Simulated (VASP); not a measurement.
Wanted: the native input for a VASP 6.6.1 run.

* Task: relaxation of cell and atoms
* Functional: r2SCAN
* Potentials or basis: VASP PAW PBE potentials, release 64 (Li_sv)
* Cutoff: 600 eV
* k mesh: 22 × 22 × 22
* Occupations: fermi-dirac, width 0.08 eV
* Spin: no spin polarisation
* Target pressure: 7 GPa
* Dipole correction: no
* Further INCAR settings: ALGO = Normal; EDIFF = 1e-07; IBRION = 2; EDIFFG = -0.002; NSW = 100; ISIF = 3

Crystal: Li.

```xyz
1
Lattice="0.0000 2.1890 2.1890 2.1890 0.0000 2.1890 2.1890 2.1890 0.0000" Properties=species:S:1:pos:R:3 pbc="T T T"
Li    0.0000    0.0000    0.0000
```

This isn't the form of Li at room conditions, which is bcc.

One way to write it, as run:

POSCAR

```
Li
1.0
    0.0000000000      2.1890237976      2.1890237976
    2.1890237976      0.0000000000      2.1890237976
    2.1890237976      2.1890237976      0.0000000000
Li
1
Direct
    0.0000000000      0.0000000000      0.0000000000
```

INCAR.step1

```
  PREC = Accurate
  ENCUT = 600
  ISMEAR = -1
  SIGMA = 0.08
  LREAL = False
  LASPH = True
  NELM = 80
  GGA = PE
  ALGO = Normal
  EDIFF = 1E-4
  LWAVE = True
  LCHARG = False
```

INCAR.step2

```
  PREC = Accurate
  ENCUT = 600
  EDIFF = 1E-7
  ISMEAR = -1
  SIGMA = 0.08
  LREAL = False
  LASPH = True
  NELM = 80
  ALGO = Normal
  ISIF = 3
  LWAVE = False
  LCHARG = False
  METAGGA = R2SCAN
  LMIXTAU = True
  IBRION = 2
  NSW = 100
  EDIFFG = -0.002
  PSTRESS = 70.0
  ISTART = 1
```

KPOINTS

```
regular mesh
0
Gamma
  22 22 22
```

Potentials or basis: VASP PAW PBE potentials, release 64 (Li_sv).

The run is started by

```sh
$ cat potpaw_PBE.64/Li_sv/POTCAR > POTCAR
$ cp INCAR.step1 INCAR
$ mpirun -np 1 vasp_std > vasp.out
$ cp INCAR.step2 INCAR
$ mpirun -np 1 vasp_std > vasp.out
```

Results of the run:

```json
{
 "Relaxed volume": "15.29 Å³/atom",
 "Relaxed cell": "a = 2.786 Å, b = 2.786 Å, c = 2.786 Å, α = 60.00°, β = 60.00°, γ = 60.00°",
 "Space group after relaxing (to 0.1 Å)": "Fm-3m (No. 225)",
 "Energy change on relaxing (the run minimises the enthalpy)": "+90.3 meV/atom",
 "Ionic steps": "19",
 "Pressure after relaxing": "7.0 GPa",
 "Band gap on the k mesh": "zero (an odd number of electrons rules out a gap without spin polarisation)"
}
```

Caveat: the cutoff is under 1.25 times the usual one of these potentials, so pressure, stress and relaxed cells hold a basis-set (Pulay) error; the cell is relaxed towards a set pressure, so the run minimises the enthalpy, not the energy; the volume moved by over 15 % at a fixed basis, so the end points are rough; the PAW data sets were made with another functional, which shifts forces and pressure a little.

It took 20 min on 1 thread of Intel(R) Xeon(R) 6975P-C (Granite Rapids) (shared host), peak memory 0.17 GiB.
